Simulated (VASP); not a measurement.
# TaGe3Pd2 (P4/mmm) in VASP: notebook

Runs on TaGe3Pd2. Level: PBE. Tasks: single point.

All numbers are computed with VASP 6.6.1; they aren't measurements. Logs are shortened: lines on timing, memory, paths and dates and some standing lists are left out, and cuts for length are marked.

### Step 1. The cell of the first run

It takes space group P4/mmm (No. 123, tetragonal). The conventional cell has a = 3.204 Å, b = 3.204 Å, c = 9.701 Å, α = 90.00°, β = 90.00°, γ = 90.00°. Within 3.6 Å of Ta (site symmetry 4/mmm) lie 8 Ge at 2.75 Å and 2 Pd at 3.15 Å and 4 Ta at 3.20 Å. Within 3.6 Å of Ge (site symmetry 4mm) lie 4 Ta at 2.75 Å and 4 Pd at 2.77 Å and 6 Ge at 3.12 to 3.29 Å. Within 3.7 Å of Ge (site symmetry 4/mmm) lie 8 Pd at 2.83 Å and 6 Ge at 3.20 to 3.29 Å. Pd (site symmetry 4mm) has 8 Ge at 2.77 to 2.83 Å and 1 Ta at 3.15 Å and 5 Pd at 3.20 to 3.40 Å within 3.6 Å.

The cell was generated, and may not be a known phase.

### Step 2. Single point, PBE

The input, INCAR:

```
SYSTEM = TaGe3Pd2
  PREC = Accurate
  ENCUT = 520
  EDIFF = 1E-6
  ISMEAR = 0
  SIGMA = 0.1
  LREAL = .False.
  LASPH = .True.
  NELM = 60
  ALGO = Normal
  ISIF = 2
  LWAVE = .False.
  LCHARG = .False.
  GGA = PE
  NBANDS = 46
```

The input, KPOINTS:

```
Automatic mesh
0
Gamma
  6 6 2
  0 0 0
```

The input, POSCAR:

```
TaGe3Pd2
1.0
    3.2040906300      0.0000000000      0.0000000000
    0.0000000000      3.2040906300      0.0000000000
    0.0000000000      0.0000000000      9.7008179000
Ta Ge Pd
1 3 2
Direct
    0.5000000000      0.5000000000      0.0000000000
    0.0000000000      0.0000000000      0.8390681100
    0.0000000000      0.0000000000      0.1609318900
    0.0000000000      0.0000000000      0.5000000000
    0.5000000000      0.5000000000      0.3248246900
    0.5000000000      0.5000000000      0.6751753100
```

Potentials or basis: VASP PAW PBE potentials, release 64 (Ta_pv, Ge_d, Pd).

Started as:

```bash
$ cat potpaw_PBE.64/Ta_pv/POTCAR potpaw_PBE.64/Ge_d/POTCAR potpaw_PBE.64/Pd/POTCAR > POTCAR
$ mpirun -np 1 vasp_std > vasp.out
```

OUTCAR:

```text
SYSTEM = TaGe3Pd2
   PREC = Accurate
   ENCUT = 520
   EDIFF = 1E-6
   ISMEAR = 0
   LREAL = .False.
   LASPH = .True.
   NELM = 60
   ISIF = 2
   GGA = PE

 ion  position               nearest neighbor table
   1  0.500  0.500  0.000-   2 2.75   3 2.75   2 2.75   3 2.75   2 2.75   3 2.75   2 2.75   3 2.75
                             5 3.15   6 3.15
   2  0.000  0.000  0.839-   1 2.75   1 2.75   1 2.75   1 2.75   6 2.77   6 2.77   6 2.77   6 2.77

   3  0.000  0.000  0.161-   1 2.75   1 2.75   1 2.75   1 2.75   5 2.77   5 2.77   5 2.77   5 2.77

   4  0.000  0.000  0.500-   5 2.83   6 2.83   5 2.83   6 2.83   5 2.83   6 2.83   5 2.83   6 2.83

   5  0.500  0.500  0.325-   3 2.77   3 2.77   3 2.77   3 2.77   4 2.83   4 2.83   4 2.83   4 2.83
                             1 3.15   6 3.40
   6  0.500  0.500  0.675-   2 2.77   2 2.77   2 2.77   2 2.77   4 2.83   4 2.83   4 2.83   4 2.83
                             1 3.15   5 3.40

  LATTYP: Found a simple tetragonal cell.
 ALAT       =     3.2040906300
 C/A-ratio  =     3.0276353013

  Lattice vectors:

 A1 = (   3.2040906300,   0.0000000000,   0.0000000000)
 A2 = (   0.0000000000,   3.2040906300,   0.0000000000)
 A3 = (   0.0000000000,   0.0000000000,   9.7008179000)

Analysis of symmetry for initial positions (statically):
=====================================================================
 Subroutine PRICEL returns:
 Original cell was already a primitive cell.

 Routine SETGRP: Setting up the symmetry group for a
 simple tetragonal supercell.

 Subroutine GETGRP returns: Found 16 space group operations
 (whereof 16 operations were pure point group operations)
 out of a pool of 16 trial point group operations.

The static configuration has the point symmetry D_4h.

Analysis of symmetry for dynamics (positions and initial velocities):
=====================================================================
 Subroutine PRICEL returns:
 Original cell was already a primitive cell.

 Routine SETGRP: Setting up the symmetry group for a
 simple tetragonal supercell.

 Subroutine GETGRP returns: Found 16 space group operations
 (whereof 16 operations were pure point group operations)
 out of a pool of 16 trial point group operations.

The dynamic configuration has the point symmetry D_4h.

 Subroutine INISYM returns: Found 16 space group operations
 (whereof 16 operations are pure point group operations),
 and found     1 'primitive' translations

----------------------------------------------------------------------------------------

                                     Primitive cell

  volume of cell :      99.5905

  direct lattice vectors                    reciprocal lattice vectors
     3.204090630  0.000000000  0.000000000     0.312101034  0.000000000  0.000000000
     0.000000000  3.204090630  0.000000000     0.000000000  0.312101034  0.000000000
     0.000000000  0.000000000  9.700817900     0.000000000  0.000000000  0.103084091

  length of vectors
     3.204090630  3.204090630  9.700817900     0.312101034  0.312101034  0.103084091

  position of ions in fractional coordinates (direct lattice)
     0.500000000  0.500000000  0.000000000
     0.000000000  0.000000000  0.839068110
     0.000000000  0.000000000  0.160931890
     0.000000000  0.000000000  0.500000000
     0.500000000  0.500000000  0.324824690
     0.500000000  0.500000000  0.675175310

  ion indices of the primitive-cell ions
   primitive index   ion index
                 1           1
                 2           2
                 3           3
                 4           4
                 5           5
                 6           6

----------------------------------------------------------------------------------------

 KPOINTS: Automatic mesh

Automatic generation of k-mesh.
 Grid dimensions read from file:
 generate k-points for:    6    6    2

 Generating k-lattice:

  Cartesian coordinates                     Fractional coordinates (reciprocal lattice)
     0.052016839  0.000000000  0.000000000     0.166666667  0.000000000  0.000000000
     0.000000000  0.052016839  0.000000000     0.000000000  0.166666667  0.000000000
     0.000000000  0.000000000  0.051542046     0.000000000  0.000000000  0.500000000

  Length of vectors
     0.052016839  0.052016839  0.051542046

  Shift w.r.t. Gamma in fractional coordinates (k-lattice)
     0.000000000  0.000000000  0.000000000

 Subroutine IBZKPT returns following result:
 ===========================================

 Found     20 irreducible k-points:

 Following reciprocal coordinates:
            Coordinates               Weight
  0.000000  0.000000  0.000000      1.000000
  0.166667  0.000000  0.000000      4.000000
  0.333333  0.000000  0.000000      4.000000
  0.500000  0.000000  0.000000      2.000000
  0.166667  0.166667  0.000000      4.000000
  0.333333  0.166667  0.000000      8.000000
[... 12 lines left out ...]
  0.500000  0.333333  0.500000      4.000000
  0.500000  0.500000  0.500000      1.000000
   k-points           NKPTS =     20   k-points in BZ     NKDIM =     20   number of bands    NBANDS=     46
   number of dos      NEDOS =    301   number of ions     NIONS =      6
   total plane-waves  NPLWV =  41472
   dimension x,y,z NGX =    24 NGY =   24 NGZ =   72
   dimension x,y,z NGXF=    48 NGYF=   48 NGZF=  144
   ions per type =               1   3   2
   NGX,Y,Z   is equivalent  to a cutoff of  12.45, 12.45, 12.34 a.u.
   NGXF,Y,Z  is equivalent  to a cutoff of  24.91, 24.91, 24.68 a.u.
 SYSTEM =  TaGe3Pd2
   PREC   = accura    normal or accurate (medium, high low for compatibility)
   ISTART =      0    job   : 0-new  1-cont  2-samecut
   ICHARG =      2    charge: 1-file 2-atom 10-const
   ISPIN  =      1    spin polarized calculation?
   LNONCOLLINEAR =      F non collinear calculations
   LSORBIT =      F    spin-orbit coupling
   LASPH  =      T    aspherical Exc in radial PAW
   ENCUT  =  520.0 eV  38.22 Ry    6.18 a.u.   5.96  5.96 18.04*2*pi/ulx,y,z
   NELM   =     60;   NELMIN=  2; NELMDL= -5     # of ELM steps
   EDIFF  = 0.1E-05   stopping-criterion for ELM
   LREAL  =      F    real-space projection
   EDIFFG = 0.1E-04   stopping-criterion for IOM
   NSW    =      0    number of steps for IOM
   IBRION =     -1    ionic relax: 0-MD 1-quasi-New 2-CG
   NFREE  =      0    steps in history (QN), initial steepest desc. (CG)
   ISIF   =      2    stress and relaxation
   ISYM   =      2    0-nonsym 1-usesym 2-fastsym
   POTIM  = 0.5000    time-step for ionic-motion
   TEBEG  =    0.0;   TEEND  =   0.0 temperature during run
   PSTRESS=    0.0 pullay stress
   NELECT =      73.0000    total number of electrons
   NUPDOWN=      -1.0000    fix difference up-down
   EMIN   =  10.00;   EMAX   =-10.00  energy-range for DOS
   EFERMI =   0.00;   METHOD = LEGACY
   ISMEAR =     0;   SIGMA  =   0.10  broadening in eV -4-tet -1-fermi 0-gaus
   EFERMI_NEDOS =   21; number of points for ismear=-14 and -15
   IALGO  =     38    algorithm
   IMIX   =      4    mixing-type and parameters
     AMIX     =   0.40;   BMIX     =  1.00
     AMIX_MAG =   1.60;   BMIX_MAG =  1.00
  volume/ion in A,a.u.               =      16.60       112.01
  Fermi-wavevector in a.u.,A,eV,Ry     =   1.476080  2.789386 29.644527  2.178811
  Thomas-Fermi vector in A             =   2.590650
   LORBIT       =      0    0 simple, 1 ext, 2 COOP (PROOUT), +10 PAW based schemes
   GGA     = PE    functional components
   LHFCALC =     F    Hartree Fock is set to
   AEXX    =    0.0000 exact exchange contribution
   IVDW    =     0    specifies the selected vdW correction
   LEPSILON=     F    determine dielectric tensor
   LRPA    =     F    only Hartree local field effects (RPA)
 non-spin polarized calculation
 Gauss-broadening in eV      SIGMA  =   0.10
  energy-cutoff  :      520.00
  volume of cell :       99.59
 maximum number of plane-waves:      2708
 NGX is ok and might be reduce to    24
   NGX = 11   NGY = 11   NGZ = 37

 number of electron      72.9999913 magnetization

 Free energy of the ion-electron system (eV)
  ---------------------------------------------------
  ext. energy  EPLUGINS =         0.00000000
  ---------------------------------------------------
  free energy    TOTEN  =       -36.53809056 eV

  energy without entropy =      -36.51703988  energy(sigma->0) =      -36.52756522

 E-fermi :   8.2121     XC(G=0): -12.3123

 val. band max:        8.2118497002   @ k =   0.0000   0.0000   0.5000
 cond. band min:       8.2272167745   @ k =   0.5000   0.3333   0.5000
 fundamental gap:      0.0153670743
 Fermi energy:         8.2120530907

 k-point     1 :       0.0000    0.0000    0.0000
  band No.  band energies     occupation
      1     -26.5473      2.00000
      2     -26.1394      2.00000
      3     -26.1394      2.00000
      4     -16.5158      2.00000
      5     -16.4999      2.00000
      6     -16.4809      2.00000
[... 38 lines left out ...]
     45      14.6791      0.00000
     46      14.6791      0.00000

 k-point     2 :       0.1667    0.0000    0.0000
  band No.  band energies     occupation
      1     -26.5386      2.00000
      2     -26.2141      2.00000
      3     -26.1327      2.00000
      4     -16.5088      2.00000
      5     -16.4942      2.00000
      6     -16.4854      2.00000
[... 38 lines left out ...]
     45      14.6363      0.00000
     46      15.3669      0.00000

 k-point     3 :       0.3333    0.0000    0.0000
  band No.  band energies     occupation
      1     -26.5211      2.00000
      2     -26.3605      2.00000
      3     -26.1191      2.00000
      4     -16.5037      2.00000
      5     -16.4942      2.00000
      6     -16.4805      2.00000
[... 822 lines left out ...]
     45      12.9300      0.00000
     46      13.2571      0.00000

 k-point    20 :       0.5000    0.5000    0.5000
  band No.  band energies     occupation
      1     -26.4823      2.00000
      2     -26.3930      2.00000
      3     -26.3930      2.00000
      4     -16.5018      2.00000
      5     -16.4964      2.00000
      6     -16.4964      2.00000
[... 38 lines left out ...]
     45      12.4269      0.00000
     46      13.0658      0.00000

------------------------ aborting loop because EDIFF is reached ----------------------------------------

  FORCE on cell =-STRESS in cart. coord.  units (eV):
  Direction    XX          YY          ZZ          XY          YZ          ZX
  --------------------------------------------------------------------------------------
  -------------------------------------------------------------------------------------
  Total       -1.0427466     -1.0427466     -2.1225420      0.0000000      0.0000000      0.0000000
  in kB      -16.7753433    -16.7753433    -34.1467161      0.0000000      0.0000000      0.0000000
  external PRESSURE =     -22.5658009 kB  Pullay stress =       0.0000000 kB

 VOLUME and BASIS-vectors are now :
 -----------------------------------------------------------------------------
  energy-cutoff  :      520.00
  volume of cell :       99.59
      direct lattice vectors                 reciprocal lattice vectors
     3.204090630  0.000000000  0.000000000     0.312101034  0.000000000  0.000000000
     0.000000000  3.204090630  0.000000000     0.000000000  0.312101034  0.000000000
     0.000000000  0.000000000  9.700817900     0.000000000  0.000000000  0.103084091

 POSITION                                       TOTAL-FORCE (eV/Angst)
 -----------------------------------------------------------------------------------
      1.60205      1.60205      0.00000        -0.000000      0.000000      0.000000
      0.00000      0.00000      8.13965         0.000000      0.000000     -0.273342
      0.00000      0.00000      1.56117        -0.000000     -0.000000      0.273342
      0.00000      0.00000      4.85041        -0.000000      0.000000      0.000000
      1.60205      1.60205      3.15107        -0.000000     -0.000000     -0.007469
      1.60205      1.60205      6.54975        -0.000000      0.000000      0.007469
 -----------------------------------------------------------------------------------
    total drift:                                0.000000     -0.000000      0.000000

  FREE ENERGIE OF THE ION-ELECTRON SYSTEM (eV)
  ---------------------------------------------------
  free  energy   TOTEN  =       -36.5380905648 eV

  energy  without entropy=      -36.5170398792  energy(sigma->0) =      -36.52756522
```

Wall time 2.2 min (1 thread of AMD EPYC 7R43 (Zen 3), shared host); peak memory 0.19 GiB.

Results:

| Quantity | Value |
| --- | --- |
| Free energy | -36.5381 eV |
| Pressure | -2.3 GPa |
| Largest force | 0.273 eV/Å |
| Band gap on the k mesh | zero (an odd number of electrons rules out a gap without spin polarisation) |

Forces in eV/Å, atoms in the order of the input:
```
Ta   0.000  0.000  0.000
Ge   0.000  0.000 -0.273
Ge   0.000  0.000  0.273
Ge   0.000  0.000  0.000
Pd   0.000  0.000 -0.007
Pd   0.000  0.000  0.007
```

Stress tensor (GPa, compression positive):
```
-1.68  0.00  0.00
 0.00 -1.68  0.00
 0.00  0.00 -3.41
```

Caveat: spin-orbit coupling is left out, which moves the levels of the heavy elements.

### Step 3. Single point, PBE

This run uses another cell than the first one, of 16.14 Å³/atom.

The input, INCAR:

```
PREC     = Accurate       # precision mode
ENCUT    = 520            # plane-wave cutoff, eV
EDIFF    = 1E-7           # SCF threshold, eV
ISMEAR   = 0              # smearing method
SIGMA    = 0.1            # smearing width, eV
LREAL    = False          # projectors in reciprocal space
LASPH    = True           # aspherical terms in the spheres
NELM     = 100            # most SCF steps
ALGO     = Normal         # electronic algorithm
ISIF     = 2              # what is computed and relaxed
LWAVE    = False          # write WAVECAR
LCHARG   = True           # write CHGCAR
GGA      = PE             # functional
LELF     = True           # ELF
LVHAR    = True         
NBANDS   = 46             # bands
```

The input, KPOINTS:

```
regular mesh
0
Gamma
  12 12 4
```

The input, POSCAR:

```
TaGe3Pd2
1.0
    3.1898528698      0.0000000000      0.0000000000
    0.0000000000      3.1898528698      0.0000000000
    0.0000000000      0.0000000000      9.5172532538
Ta Ge Pd
1 3 2
Direct
    0.5000000000      0.5000000000      0.0000000000
    0.0000000000      0.0000000000      0.8317929023
    0.0000000000      0.0000000000      0.1682070977
    0.0000000000      0.0000000000      0.5000000000
    0.5000000000      0.5000000000      0.3303666924
    0.5000000000      0.5000000000      0.6696333076
```

Potentials or basis: VASP PAW PBE potentials, release 64 (Ta_pv, Ge_d, Pd).

Started as:

```bash
$ cat potpaw_PBE.64/Ta_pv/POTCAR potpaw_PBE.64/Ge_d/POTCAR potpaw_PBE.64/Pd/POTCAR > POTCAR
$ mpirun -np 1 vasp_std > vasp.out
```

Wall time 8.7 min (1 thread of AMD EPYC 7R43 (Zen 3), shared host); peak memory 0.39 GiB.

Results (log left out):

```
Free energy            : -36.5291 eV
Pressure               : 0.1 GPa
Largest force          : 0.011 eV/Å
Band gap on the k mesh : zero (an odd number of electrons rules out a gap without spin polarisation)
```

Forces on the atoms (eV/Å):
```
Ta   0.000  0.000  0.000
Ge   0.000  0.000 -0.010
Ge   0.000  0.000  0.010
Ge   0.000  0.000  0.000
Pd   0.000  0.000  0.011
Pd   0.000  0.000 -0.011
```

Levels at points of the mesh, in eV from the Fermi level:
```
           k point  band 33  band 34  band 35  band 36  band 37  band 38  band 39  band 40  band 41  band 42
(0.00, 0.00, 0.00)    -2.11    -1.48     0.21     0.21     1.53     2.05     2.05     2.18     2.83     4.76
(0.50, 0.00, 0.00)    -2.73    -1.84    -1.57    -1.13    -0.37     0.39     1.64     3.14     3.34     3.99
(0.50, 0.50, 0.00)    -2.31    -1.81    -1.79    -0.36     0.38     0.69     0.69     2.10     2.10     2.25
(0.00, 0.00, 0.50)    -2.11    -0.62    -0.01    -0.01     0.09     2.13     2.83     2.88     2.88     3.53
(0.50, 0.00, 0.50)    -2.71    -2.50    -1.40    -1.09    -0.35     0.56     1.63     2.82     3.31     4.62
(0.50, 0.50, 0.50)    -1.56    -1.56    -1.53    -0.31    -0.31    -0.04     0.11     2.14     3.08     3.22
```

Caveat: spin-orbit coupling is left out, which moves the levels of the heavy elements.

The gap in the log of VASP goes by the Fermi energy; the results here count the filled bands.